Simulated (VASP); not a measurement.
Ta:

```xyz
2
Lattice="2.4340 -1.6280 0.0016 2.4340 1.6280 0.0016 -0.5927 0.0000 4.8696" Properties=species:S:1:pos:R:3 pbc="T T T"
Ta    0.9814    0.0000    1.2802
Ta    3.2939    0.0000    3.5926
```

This cell differs from its parent crystal: atoms taken out.

- Program: VASP 6.6.1
- Task: relaxation of cell and atoms
- Functional: PBE
- Potentials or basis: VASP PAW PBE potentials, release 64 (Ta_pv)
- Cutoff: 600 eV
- k mesh: 8 × 8 × 4
- Occupations: gaussian, width 0.1 eV
- Spin: no spin polarisation

At the start: pressure -7.6 GPa; volume 19.30 Å³/atom.

Where does the relaxation end?

Over 11 steps the energy falls by 111.5 meV/atom and the volume is 18.24 Å³/atom (-5.5 %); space group C2/m (No. 12, to 0.1 Å) before, Im-3m (No. 229, to 0.1 Å).

Step by step:
| step | energy change (eV) | largest force (eV/Å) | pressure (GPa) | volume (Å³) |
| --- | --- | --- | --- | --- |
| 1 | 0.0000 | 0.6230 | -7.56 | 38.60 |
| 2 | 0.0081 | 0.7131 | 19.41 | 33.69 |
| 3 | -0.0953 | 0.7353 | 3.93 | 36.08 |
| 4 | -0.1997 | 0.2964 | 3.28 | 35.91 |
| 5 | -0.2014 | 0.2819 | 3.48 | 35.87 |
| 6 | -0.1875 | 0.1925 | -6.58 | 37.78 |
| 7 | -0.2107 | 0.2473 | -0.60 | 36.60 |
| 8 | -0.2159 | 0.1775 | -0.46 | 36.56 |
| 9 | -0.2203 | 0.0825 | -0.07 | 36.49 |
| 10 | -0.2206 | 0.0577 | 0.06 | 36.47 |
| 11 | -0.2231 | 0.0272 | -0.03 | 36.48 |

Final structure:
```
Ta
1.0
     2.35533   -1.64631    0.14411
     2.35533    1.64631    0.14411
    -0.28777    0.00000    4.68635
Ta
2
Direct
  0.24831 0.24831 0.25034
  0.75169 0.75169 0.74966
```

Caveat: the cell differs from its parent crystal (atoms taken out).
